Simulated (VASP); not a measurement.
Input of a VASP 6.6.1 run:

Contents of INCAR:

```
PREC = Accurate
ENCUT = 600
EDIFF = 1E-6
ISMEAR = 0
SIGMA = 0.02
LREAL = F
LASPH = T
NELM = 120
ALGO = Normal
ISIF = 2
LWAVE = F
LCHARG = T
GGA = PE
LELF = T
LVHAR = T
NBANDS = 16
GGA_COMPAT = F
```

The input KPOINTS:

```
Automatic mesh
0
Gamma
  10 10 10
```

POSCAR

```
GaN
1.0
    0.0000000000      2.2744128125      2.2744128125
    2.2744128125      0.0000000000      2.2744128125
    2.2744128125      2.2744128125      0.0000000000
Ga N
1 1
Direct
    0.0000000000      0.0000000000      0.0000000000
    0.2500000000      0.2500000000      0.2500000000
```

Potentials or basis: VASP PAW PBE potentials, release 64 (Ga_d, N).

The run is started by

```bash
$ cat potpaw_PBE.64/Ga_d/POTCAR potpaw_PBE.64/N/POTCAR > POTCAR
$ mpirun -np 1 vasp_std > vasp.out
```

Question: What does it give for the band gap on the k mesh?

Answer: 1.55 eV.

Question: What does it give for the pressure?

Answer: -0.1 GPa.
